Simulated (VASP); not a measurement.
# Sb (P2_1/m) in VASP: settings compared, part 2 of 2

VASP 6.6.1. The steps go on from the part before.

## Step 4: Single point, PBEsol+D3(BJ)

INCAR

```
PREC = Accurate
ENCUT = 500
EDIFF = 1E-6
ISMEAR = 0
SIGMA = 0.1
LREAL = False
LASPH = True
NELM = 120
ALGO = Normal
ISIF = 2
LWAVE = False
LCHARG = True
GGA = PS
IVDW = 12
LELF = True
LVHAR = True
NBANDS = 12
NELECT = 9.0
GGA_COMPAT = False
```

KPOINTS

```
regular mesh
0
Gamma
  6 4 4
```

POSCAR

```
Sb
1.0
    3.1224020000      0.0000000000      0.0000000000
    0.0000000000      4.3475180000      0.0000000000
   -0.0389150000      0.0000000000      4.4058520000
Sb
2
Direct
    0.9886110000      0.7500000000      0.7588340000
    0.0113890000      0.2500000000      0.2411660000
```

Potentials or basis: VASP PAW PBE potentials, release 64 (Sb).

Command:

```bash
$ cat potpaw_PBE.64/Sb/POTCAR > POTCAR
$ mpirun -np 1 vasp_std > vasp.out
```

OUTCAR:

```text
PREC = Accurate
   ENCUT = 500
   EDIFF = 1E-6
   ISMEAR = 0
   LREAL = False
   LASPH = True
   NELM = 120
   ISIF = 2
   GGA = PS
   IVDW = 12
   NELECT = 9.0
 IVDW          = 12

 ion  position               nearest neighbor table
   1  0.989  0.750  0.759-   2 3.04   2 3.04   2 3.15   2 3.15
   2  0.011  0.250  0.241-   1 3.04   1 3.04   1 3.15   1 3.15

  LATTYP: Found a simple monoclinic cell.
 ALAT       =     3.1224020000
 B/A-ratio  =     1.3923633152
 C/A-ratio  =     1.4111007668
 COS(beta)  =    -0.0088322263

  Lattice vectors:

 A1 = (   3.1224020000,   0.0000000000,   0.0000000000)
 A2 = (   0.0000000000,   4.3475180000,   0.0000000000)
 A3 = (  -0.0389150000,   0.0000000000,   4.4058520000)

Analysis of symmetry for initial positions (statically):
=====================================================================
 Subroutine PRICEL returns:
 Original cell was already a primitive cell.

 Routine SETGRP: Setting up the symmetry group for a
 simple monoclinic supercell.

 Subroutine GETGRP returns: Found  4 space group operations
 (whereof  2 operations were pure point group operations)
 out of a pool of  4 trial point group operations.

[... 180 lines left out ...]
      6      10.1701      0.00000
      7      10.3965      0.00000
      8      10.5509      0.00000
      9      13.7795      0.00000
     10      14.1348      0.00000
     11      14.3152      0.00000
     12      15.5297      0.00000
[... 331 lines left out ...]
 k-point    24 :      -0.1667    0.2500    0.2500
  band No.  band energies     occupation
      1      -4.0638      2.00000
      2      -1.6111      2.00000
      3       2.7776      2.00000
      4       5.5699      2.00000
      5       7.6508      0.00000
      6       7.9203      0.00000
      7      10.0727      0.00000
      8      11.5856      0.00000
      9      12.8180      0.00000
     10      15.0639      0.00000
     11      15.5598      0.00000
     12      17.0147      0.00000

 [... further k-points ...]

------------------------ aborting loop because EDIFF is reached ----------------------------------------

 Edisp (eV)   -0.91244

 E8    (eV) :    -0.6259

  FORCE on cell =-STRESS in cart. coord.  units (eV):
  Direction    XX          YY          ZZ          XY          YZ          ZX
  --------------------------------------------------------------------------------------
  -------------------------------------------------------------------------------------
  Total     -14.27071   -13.85339   -13.79875     0.00000     0.00000     0.06033
  in kB    -382.29287  -371.11319  -369.64957     0.00000     0.00000     1.61622
  external pressure =     -374.35 kB  Pullay stress =        0.00 kB

 VOLUME and BASIS-vectors are now :
 -----------------------------------------------------------------------------
  energy-cutoff  :      500.00
  volume of cell :       59.81
      direct lattice vectors                 reciprocal lattice vectors
     3.122402000  0.000000000  0.000000000     0.320266257  0.000000000  0.002828774
     0.000000000  4.347518000  0.000000000     0.000000000  0.230016299  0.000000000
    -0.038915000  0.000000000  4.405852000     0.000000000  0.000000000  0.226970856

 POSITION                                       TOTAL-FORCE (eV/Angst)
 -----------------------------------------------------------------------------------
      3.05731      3.26064      3.34331         0.024515      0.000000      0.123592
      0.02618      1.08688      1.06254        -0.024515     -0.000000     -0.123592
 -----------------------------------------------------------------------------------
    total drift:                               -0.000000      0.000000      0.000000

  FREE ENERGIE OF THE ION-ELECTRON SYSTEM (eV)
  ---------------------------------------------------
  free  energy   TOTEN  =       -16.5275560566 eV

  energy  without entropy=      -16.5240253983  energy(sigma->0) =      -16.52579073
```

OSZICAR:

```text
N       E                     dE             d eps       ncg     rms          rms(c)
DAV:   1     0.164402820441E+02    0.16440E+02   -0.27831E+03  1008   0.525E+02
DAV:   2    -0.142065539470E+02   -0.30647E+02   -0.29776E+02  1324   0.883E+01
DAV:   3    -0.155303908811E+02   -0.13238E+01   -0.13132E+01  1220   0.206E+01
DAV:   4    -0.155419262005E+02   -0.11535E-01   -0.11532E-01  1140   0.234E+00
DAV:   5    -0.155420797026E+02   -0.15350E-03   -0.15350E-03  1196   0.286E-01    0.292E+00
DAV:   6    -0.156155804018E+02   -0.73501E-01   -0.17210E-01  1032   0.167E+00    0.133E+00
DAV:   7    -0.156147797599E+02    0.80064E-03   -0.14372E-02  1116   0.616E-01    0.208E-01
DAV:   8    -0.156150329074E+02   -0.25315E-03   -0.48516E-04  1196   0.125E-01    0.952E-02
DAV:   9    -0.156151163382E+02   -0.83431E-04   -0.63864E-05  1108   0.503E-02    0.130E-02
DAV:  10    -0.156151163819E+02   -0.43730E-07   -0.16918E-06  1204   0.727E-03
   1 F= -.16527556E+02 E0= -.16525791E+02  d E =-.353066E-02
```

stdout:

```text
POSCAR found type information on POSCAR Sb
 POSCAR found :  1 types and       2 ions
 scaLAPACK will be used
 -----------------------------------------------------------------------------
|                                                                             |
|                                                                             |
|     You enforced a specific xc type in the INCAR file but a different       |
|     I HOPE YOU KNOW WHAT YOU ARE DOING!                                     |
|                                                                             |
 -----------------------------------------------------------------------------

 LDA part: xc-table for (Slater+PW92), standard interpolation
 POSCAR, INCAR and KPOINTS ok, starting setup
 FFT: planning ... GRIDC
 FFT: planning ... GRID_SOFT
 FFT: planning ... GRID
 WAVECAR not read
 entering main loop
 the old and the new charge density differ
 old charge density:    10.00000 new    9.00000
    0.292E+00
```

It took 12 s on 1 thread of Intel Xeon 6975P-C, shared host; peak memory 0.18 GiB.

Results:

```yaml
Free_energy: -16.5276 eV
Largest_force: 0.126 eV/Å
Dispersion_energy_per_atom: -0.456 eV
```

Forces in eV/Å, atoms in the order of the input:
```
Sb   0.025  0.000  0.124
Sb  -0.025  0.000 -0.124
```

Levels at points of the mesh, in eV from the Fermi level:
```
           k point  band 1  band 2  band 3  band 4  band 5  band 6  band 7  band 8
(0.00, 0.00, 0.00)  -11.47   -6.52   -2.60   -2.47    3.30    4.02    4.24    4.40
(0.50, 0.00, 0.00)   -9.18   -4.56   -3.78   -0.81   -0.67   -0.61    5.60    5.89
(0.00, 0.50, 0.00)   -9.70   -9.70   -0.47   -0.47    0.13    0.13    5.66    5.66
(0.50, 0.50, 0.00)   -7.37   -7.37   -2.91   -2.91    1.42    1.42    2.41    2.41
(0.00, 0.00, 0.50)   -9.93   -9.51   -0.56   -0.03    0.10    0.24    5.45    5.82
(0.50, 0.00, 0.50)   -7.62   -7.17   -3.09   -2.78    1.28    1.86    2.43    2.51
(0.00, 0.50, 0.50)   -9.08   -9.08   -4.53   -4.53    5.97    5.97    6.24    6.24
(0.50, 0.50, 0.50)   -6.65   -6.65   -2.61   -2.61   -2.51   -2.51    3.36    3.36
```

Caveat: the k points lie up to 0.36 Å⁻¹ apart; the cell carries a net charge on a neutralising background, which shifts energy and pressure; the cell is charged against a uniform background, so pressure and absolute levels hang on convention; the PAW data sets were made with another functional, which shifts forces and pressure a little; spin-orbit coupling is left out, which moves the levels of the heavy elements; pairwise dispersion overbinds metals, which lowers pressure and volume.
